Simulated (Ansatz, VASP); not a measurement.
## ZnGe2 in VASP and in Ansatz

```
Zn Ge
1.0
     0.00000    3.68376    3.68376
     3.68376    0.00000    3.68376
     3.68376    3.68376    0.00000
Zn Ge
2 4
Cartesian
  0.0000 0.0000 0.0000
  1.8419 1.8419 1.8419
  4.6047 4.6047 4.6047
  4.6047 2.7628 2.7628
  2.7628 2.7628 4.6047
  2.7628 4.6047 2.7628
```

Alike in both runs: task single point; functional PBE; k mesh 4 × 4 × 4; occupations gaussian, width 0.1 eV; no spin polarisation.

|  | VASP | Ansatz |
| --- | --- | --- |
| version | VASP 6.6.1 | Ansatz 0.2.0 |
| potentials or method | VASP PAW PBE potentials, release 64 (Zn, Ge_d), cutoff 520 eV | scalar-relativistic, plane waves, PAW |
| valence electrons in the cell | 80 | 80 |

|  | VASP | Ansatz | Ansatz less VASP |
| --- | --- | --- | --- |
| gap on the k mesh at the Fermi level (eV) | none | none | - |
| pressure (GPa) | 16.4 | 16.3 | -0.13 |

A gap of «none» marks a metal or a gap that the smearing closes.

The k mesh is coarse, so the values compare programs but aren't converged.
